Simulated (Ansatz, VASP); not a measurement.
# One calculation of BaF2, two programs

```
CELL_PARAMETERS angstrom
0.00000 2.87530 2.87530
2.87530 0.00000 2.87530
2.87530 2.87530 0.00000
ATOMIC_POSITIONS crystal
Ba 0.00000 0.00000 0.00000
F 0.25000 0.25000 0.25000
F 0.75000 0.75000 0.75000
```

Alike in both runs: task single point; functional PBE; k mesh 8 × 8 × 8; occupations gaussian, width 0.02 eV; no spin polarisation.

|  | VASP | Ansatz |
| --- | --- | --- |
| version | VASP 6.6.1 | Ansatz 0.2.0 |
| potentials or method | VASP PAW PBE potentials, release 64 (Ba_sv, F), cutoff 600 eV | scalar-relativistic, plane waves, PAW |
| valence electrons in the cell | 24 | 24 |

|  | VASP | Ansatz | Ansatz less VASP |
| --- | --- | --- | --- |
| gap on the k mesh at the Fermi level (eV) | 7.48 | 7.58 | +0.095 |
| least direct gap on the mesh (eV) | 7.61 | 7.69 | +0.081 |
| pressure (GPa) | 27.0 | 24.1 | -2.90 |

The functional is the same, so the differences come from potentials, cutoffs and numerics.

Spin-orbit coupling is off throughout.
